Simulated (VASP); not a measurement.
# C in VASP: settings compared, part 2 of 2

VASP 6.6.1.

**4. Single point, r2SCAN (uniaxial z strain -4.0%)**

Contents of POSCAR:

```
C
1.0
    0.0000000000      1.7801241426      1.7092752017
    1.7801241426      0.0000000000      1.7092752017
    1.7801241426      1.7801241426      0.0000000000
C
2
Direct
    0.0000000000      0.0000000000      0.0000000000
    0.2500000000      0.2500000000      0.2500000000
```

Contents of INCAR.step1:

```
SYSTEM = C
PREC = Accurate
ENCUT = 520
ISMEAR = 0
SIGMA = 0.01
LREAL = .FALSE.
LASPH = .TRUE.
NELM = 80
NBANDS = 11
GGA = PE
ALGO = Normal
EDIFF = 1E-4
LWAVE = .TRUE.
LCHARG = .FALSE.
```

Contents of INCAR.step2:

```
SYSTEM = C
PREC = Accurate
ENCUT = 520
EDIFF = 1E-6
ISMEAR = 0
SIGMA = 0.01
LREAL = .FALSE.
LASPH = .TRUE.
NELM = 80
ALGO = Normal
ISIF = 2
LWAVE = .FALSE.
LCHARG = .TRUE.
METAGGA = R2SCAN
LMIXTAU = .TRUE.
LELF = .TRUE.
LVHAR = .TRUE.
NBANDS = 11
ISTART = 1
```

Contents of KPOINTS:

```
Automatic mesh
0
G
  12 12 12
  0 0 0
```

Potentials or basis: VASP PAW PBE potentials, release 64 (C).

Run with:

```sh
$ cat potpaw_PBE.64/C/POTCAR > POTCAR
$ cp INCAR.step1 INCAR
$ mpirun -np 1 vasp_std > vasp.out
$ cp INCAR.step2 INCAR
$ mpirun -np 1 vasp_std > vasp.out
```

OUTCAR:

```text
SYSTEM = C
   PREC = Accurate
   ENCUT = 520
   EDIFF = 1E-6
   ISMEAR = 0
   LREAL = .FALSE.
   LASPH = .TRUE.
   NELM = 80
   ISIF = 2
   METAGGA = R2SCAN
   ISTART = 1

 ion  position               nearest neighbor table
   1  0.000  0.000  0.000-   2 1.52   2 1.52   2 1.52   2 1.52
   2  0.250  0.250  0.250-   1 1.52   1 1.52   1 1.52   1 1.52

  LATTYP: Found a body centered tetragonal cell.
 ALAT       =     2.5174757052
 C/A-ratio  =     1.3579278626

  Lattice vectors:

 A1 = (   0.0000000000,  -1.7801241426,  -1.7092752017)
 A2 = (   0.0000000000,   1.7801241426,  -1.7092752017)
 A3 = (   1.7801241426,   0.0000000000,   1.7092752017)

Analysis of symmetry for initial positions (statically):
=====================================================================
 Subroutine PRICEL returns:
 Original cell was already a primitive cell.

 Routine SETGRP: Setting up the symmetry group for a
 body centered tetragonal supercell.

 Subroutine GETGRP returns: Found 16 space group operations
 (whereof  8 operations were pure point group operations)
 out of a pool of 16 trial point group operations.

The static configuration has the point symmetry D_2d.
 The point group associated with its full space group is D_4h.

Analysis of symmetry for dynamics (positions and initial velocities):
=====================================================================
 Subroutine PRICEL returns:
 Original cell was already a primitive cell.

 Routine SETGRP: Setting up the symmetry group for a
 body centered tetragonal supercell.

 Subroutine GETGRP returns: Found 16 space group operations
 (whereof  8 operations were pure point group operations)
 out of a pool of 16 trial point group operations.

The dynamic configuration has the point symmetry D_2d.
 The point group associated with its full space group is D_4h.

 Subroutine INISYM returns: Found 16 space group operations
 (whereof  8 operations are pure point group operations),
 and found     1 'primitive' translations

----------------------------------------------------------------------------------------

                                     Primitive cell

  volume of cell :      10.8328

  direct lattice vectors                    reciprocal lattice vectors
     0.000000000  1.780124143  1.709275202    -0.280879287  0.280879287  0.292521649
     1.780124143  0.000000000  1.709275202     0.280879287 -0.280879287  0.292521649
     1.780124143  1.780124143  0.000000000     0.280879287  0.280879287 -0.292521649

  length of vectors
     2.467886480  2.467886480  2.517475705     0.493310513  0.493310513  0.493310513

  position of ions in fractional coordinates (direct lattice)
     0.000000000  0.000000000  0.000000000
     0.250000000  0.250000000  0.250000000

  ion indices of the primitive-cell ions
   primitive index   ion index
                 1           1
                 2           2

----------------------------------------------------------------------------------------

 KPOINTS: Automatic mesh

Automatic generation of k-mesh.
 Grid dimensions read from file:
 generate k-points for:   12   12   12

 Generating k-lattice:

  Cartesian coordinates                     Fractional coordinates (reciprocal lattice)
    -0.023406607  0.023406607  0.024376804     0.083333333 -0.000000000  0.000000000
     0.023406607 -0.023406607  0.024376804    -0.000000000  0.083333333  0.000000000
     0.023406607  0.023406607 -0.024376804     0.000000000  0.000000000  0.083333333

  Length of vectors
     0.041109209  0.041109209  0.041109209

  Shift w.r.t. Gamma in fractional coordinates (k-lattice)
     0.000000000  0.000000000  0.000000000

 Subroutine IBZKPT returns following result:
 ===========================================

 Found    163 irreducible k-points:

 Following reciprocal coordinates:
            Coordinates               Weight
  0.000000  0.000000  0.000000      1.000000
  0.083333  0.000000  0.000000      8.000000
  0.166667  0.000000  0.000000      8.000000
  0.250000  0.000000  0.000000      8.000000
  0.333333  0.000000  0.000000      8.000000
  0.416667  0.000000  0.000000      8.000000
[... 16 lines left out ...]
  0.500000  0.166667  0.000000      8.000000
 -0.416667  0.166667  0.000000      8.000000
 [... further k-points ...]
   k-points           NKPTS =    163   k-points in BZ     NKDIM =    163   number of bands    NBANDS=     11
   number of dos      NEDOS =    301   number of ions     NIONS =      2
   total plane-waves  NPLWV =   6480
   dimension x,y,z NGX =    18 NGY =   18 NGZ =   20
   dimension x,y,z NGXF=    36 NGYF=   36 NGZF=   40
   ions per type =               2
   NGX,Y,Z   is equivalent  to a cutoff of  12.13, 12.13, 13.21 a.u.
   NGXF,Y,Z  is equivalent  to a cutoff of  24.25, 24.25, 26.41 a.u.
 SYSTEM =  C
   PREC   = accura    normal or accurate (medium, high low for compatibility)
   ISTART =      1    job   : 0-new  1-cont  2-samecut
   ICHARG =      0    charge: 1-file 2-atom 10-const
   ISPIN  =      1    spin polarized calculation?
   LNONCOLLINEAR =      F non collinear calculations
   LSORBIT =      F    spin-orbit coupling
   LASPH  =      T    aspherical Exc in radial PAW
   ENCUT  =  520.0 eV  38.22 Ry    6.18 a.u.   4.59  4.59  4.68*2*pi/ulx,y,z
   NELM   =     80;   NELMIN=  2; NELMDL=  0     # of ELM steps
   EDIFF  = 0.1E-05   stopping-criterion for ELM
   LREAL  =      F    real-space projection
   EDIFFG = 0.1E-04   stopping-criterion for IOM
   NSW    =      0    number of steps for IOM
   IBRION =     -1    ionic relax: 0-MD 1-quasi-New 2-CG
   NFREE  =      0    steps in history (QN), initial steepest desc. (CG)
   ISIF   =      2    stress and relaxation
   ISYM   =      2    0-nonsym 1-usesym 2-fastsym
   POTIM  = 0.5000    time-step for ionic-motion
   TEBEG  =    0.0;   TEEND  =   0.0 temperature during run
   PSTRESS=    0.0 pullay stress
   NELECT =       8.0000    total number of electrons
   NUPDOWN=      -1.0000    fix difference up-down
   EMIN   =  10.00;   EMAX   =-10.00  energy-range for DOS
   EFERMI =   0.00;   METHOD = LEGACY
   ISMEAR =     0;   SIGMA  =   0.01  broadening in eV -4-tet -1-fermi 0-gaus
   EFERMI_NEDOS =   21; number of points for ismear=-14 and -15
   IALGO  =     38    algorithm
   IMIX   =      4    mixing-type and parameters
     AMIX     =   0.40;   BMIX     =  1.00
     AMIX_MAG =   1.60;   BMIX_MAG =  1.00
  volume/ion in A,a.u.               =       5.42        36.55
  Fermi-wavevector in a.u.,A,eV,Ry     =   1.479758  2.796337 29.792448  2.189683
  Thomas-Fermi vector in A             =   2.593876
   LORBIT       =      0    0 simple, 1 ext, 2 COOP (PROOUT), +10 PAW based schemes
   METAGGA = R2SCAN    functional components
   LHFCALC =     F    Hartree Fock is set to
   AEXX    =    0.0000 exact exchange contribution
   IVDW    =     0    specifies the selected vdW correction
   LEPSILON=     F    determine dielectric tensor
   LRPA    =     F    only Hartree local field effects (RPA)
 non-spin polarized calculation
 Gauss-broadening in eV      SIGMA  =   0.01
  energy-cutoff  :      520.00
  volume of cell :       10.83
 maximum number of plane-waves:       303
   NGX =  9   NGY =  9   NGZ =  9

 number of electron       8.0000000 magnetization

 Free energy of the ion-electron system (eV)
  ---------------------------------------------------
  ext. energy  EPLUGINS =         0.00000000
  ---------------------------------------------------
  free energy    TOTEN  =       -19.58873937 eV

  energy without entropy =      -19.58873937  energy(sigma->0) =      -19.58873937

 E-fermi :  10.8794     XC(G=0): -14.5144

 val. band max:       10.8183373164   @ k =   0.0000   0.0000   0.0000
 cond. band min:      14.1743118124   @ k =   0.3333   0.3333   0.0000
 fundamental gap:      3.3559744960
 Fermi energy:        10.8794348900

 k-point     1 :       0.0000    0.0000    0.0000
  band No.  band energies     occupation
      1     -12.9467      2.00000
      2      10.1855      2.00000
      3      10.1855      2.00000
      4      10.8183      2.00000
      5      16.0067      0.00000
      6      16.5620      0.00000
      7      16.5620      0.00000
      8      25.3112      0.00000
      9      31.4583      0.00000
     10      37.1909      0.00000
     11      39.0403      0.00000
[... 309 lines left out ...]
 k-point    24 :      -0.4167    0.1667    0.0000
  band No.  band energies     occupation
      1      -6.3415      2.00000
      2      -3.1462      2.00000
      3       4.8345      2.00000
      4       6.0054      2.00000
      5      17.9024      0.00000
      6      21.3875      0.00000
      7      23.1401      0.00000
      8      27.1242      0.00000
      9      31.3835      0.00000
     10      36.2150      0.00000
     11      37.3621      0.00000

 [... further k-points ...]
[... 5 lines left out ...]
  --------------------------------------------------------------------------------------
  -------------------------------------------------------------------------------------
  Total        0.5174842      0.5174842      3.2370988      0.0000000      0.0000000      0.0000000
  in kB       76.5358906     76.5358906    478.7667375      0.0000000      0.0000000      0.0000000
  external PRESSURE =     210.6128396 kB  Pullay stress =       0.0000000 kB

 VOLUME and BASIS-vectors are now :
 -----------------------------------------------------------------------------
  energy-cutoff  :      520.00
  volume of cell :       10.83
      direct lattice vectors                 reciprocal lattice vectors
     0.000000000  1.780124143  1.709275202    -0.280879287  0.280879287  0.292521649
     1.780124143  0.000000000  1.709275202     0.280879287 -0.280879287  0.292521649
     1.780124143  1.780124143  0.000000000     0.280879287  0.280879287 -0.292521649

 POSITION                                       TOTAL-FORCE (eV/Angst)
 -----------------------------------------------------------------------------------
      0.00000      0.00000      0.00000        -0.000000     -0.000000      0.000000
      0.89006      0.89006      0.85464         0.000000      0.000000     -0.000000
 -----------------------------------------------------------------------------------
    total drift:                               -0.000000     -0.000000     -0.000000

  FREE ENERGIE OF THE ION-ELECTRON SYSTEM (eV)
  ---------------------------------------------------
  free  energy   TOTEN  =       -19.5887393664 eV

  energy  without entropy=      -19.5887393664  energy(sigma->0) =      -19.58873937
```

Run time: 36 s. Hardware: 1 thread of Intel Xeon Platinum 8488C (Sapphire Rapids), shared host; peak memory 0.12 GiB.

What came out:

* Free energy: -19.5887 eV
* Pressure: 21.1 GPa
* Band gap on the k mesh: 3.36 eV, indirect (least direct gap 5.19 eV)

Stress tensor (GPa, compression positive):
```
 7.65  0.00  0.00
 0.00  7.65  0.00
 0.00  0.00 47.88
```

Caveat: the cell differs from its parent crystal (uniaxial z strain -4.0%); the PAW data sets were made with another functional, which shifts forces and pressure a little.

**5. Single point, r2SCAN (strain along [111] -5.1%)**

Contents of POSCAR:

```
C
1.0
   -0.0601681960      1.7199559465      1.7199559465
    1.7199559465     -0.0601681960      1.7199559465
    1.7199559465      1.7199559465     -0.0601681960
C
2
Direct
   -0.0008463534     -0.0008463534     -0.0008463534
    0.2508463534      0.2508463534      0.2508463534
```

Contents of INCAR.step1:

```
SYSTEM = C
ALGO     = Normal         ! electronic algorithm
EDIFF    = 1E-4           ! SCF threshold, eV
ENCUT    = 520            ! plane-wave cutoff, eV
GGA      = PE             ! functional
ISMEAR   = 0              ! smearing method
LASPH    = .TRUE.         ! aspherical terms in the spheres
LCHARG   = .FALSE.        ! write CHGCAR
LREAL    = .FALSE.        ! projectors in reciprocal space
LWAVE    = .TRUE.         ! write WAVECAR
NBANDS   = 11             ! bands
NELM     = 80             ! most SCF steps
PREC     = Accurate       ! precision mode
SIGMA    = 0.01           ! smearing width, eV
```

Contents of INCAR.step2:

```
SYSTEM = C
ALGO     = Normal         ! electronic algorithm
EDIFF    = 1E-6           ! SCF threshold, eV
ENCUT    = 520            ! plane-wave cutoff, eV
ISIF     = 2              ! what is computed and relaxed
ISMEAR   = 0              ! smearing method
ISTART   = 1            
LASPH    = .TRUE.         ! aspherical terms in the spheres
LCHARG   = .FALSE.        ! write CHGCAR
LMIXTAU  = .TRUE.       
LREAL    = .FALSE.        ! projectors in reciprocal space
LWAVE    = .FALSE.        ! write WAVECAR
METAGGA  = R2SCAN         ! meta-GGA
NBANDS   = 11             ! bands
NELM     = 80             ! most SCF steps
PREC     = Accurate       ! precision mode
SIGMA    = 0.01           ! smearing width, eV
```

Contents of KPOINTS:

```
k-points
0
G
  12 12 12
  0 0 0
```

Run with:

```sh
$ cat potpaw_PBE.64/C/POTCAR > POTCAR
$ cp INCAR.step1 INCAR
$ mpirun -np 1 vasp_std > vasp.out
$ cp INCAR.step2 INCAR
$ mpirun -np 1 vasp_std > vasp.out
```

Run time: 39 s. Hardware: 1 thread of Intel Xeon Platinum 8488C (Sapphire Rapids), shared host; peak memory 0.12 GiB.

The run converged. Its results:

```yaml
Free_energy: -19.5270 eV
Pressure: 28.5 GPa
Largest_force: 0.026 eV/Å
Band_gap_on_the_k_mesh: 4.16 eV, indirect (least direct gap 5.39 eV)
```

Forces on the atoms (eV/Å):
```
C   -0.015 -0.015 -0.015
C    0.015  0.015  0.015
```

Stress tensor (GPa, compression positive):
```
28.45 23.21 23.21
23.21 28.45 23.21
23.21 23.21 28.45
```

Levels at points of the mesh, in eV from the valence-band top:
```tsv
k point	band 1	band 2	band 3	band 4	band 5	band 6	band 7	band 8
(0.00, 0.00, 0.00)	-23.64	-0.20	-0.20	0.00	5.39	5.39	6.65	15.36
(0.50, 0.00, 0.00)	-17.60	-14.85	-3.08	-3.06	8.70	9.13	10.72	17.24
(0.50, 0.50, 0.00)	-14.34	-13.95	-7.56	-6.70	4.23	5.81	18.32	18.74
(0.50, 0.50, 0.50)	-16.55	-14.82	-3.79	-3.79	8.53	8.60	8.60	16.69
```

Caveat: the cell differs from its parent crystal (strain along [111] -5.1%); the PAW data sets were made with another functional, which shifts forces and pressure a little.

**6. Overview**

```csv
level,cell,smearing,gap on the mesh (eV),pressure (GPa),largest force (eV/Å)
PBE,"a = 2.468, b = 2.468, c = 2.517 Å, angles 59.3, 59.3, 61.3°, 2 atoms",fermi-dirac 0.02 eV,3.22,24.7,-
PBE,"a = 2.433 Å, angles 62.3°, 2 atoms",fermi-dirac 0.02 eV,3.96,32.0,0.10
r2SCAN,"a = 2.468, b = 2.468, c = 2.517 Å, angles 59.3, 59.3, 61.3°, 2 atoms",gaussian 0.01 eV,3.36,21.1,-
r2SCAN,"a = 2.433 Å, angles 62.3°, 2 atoms",gaussian 0.01 eV,4.16,28.5,0.03
```

Alike in all rows: task single point; potentials or basis VASP PAW PBE potentials, release 64 (C); no spin polarisation; k mesh 12 × 12 × 12; cutoff (eV) 520.

Caveats: the PAW data sets were made with another functional, which shifts forces and pressure a little (some runs).

Absolute energies hang on the potentials; compare differences alone.
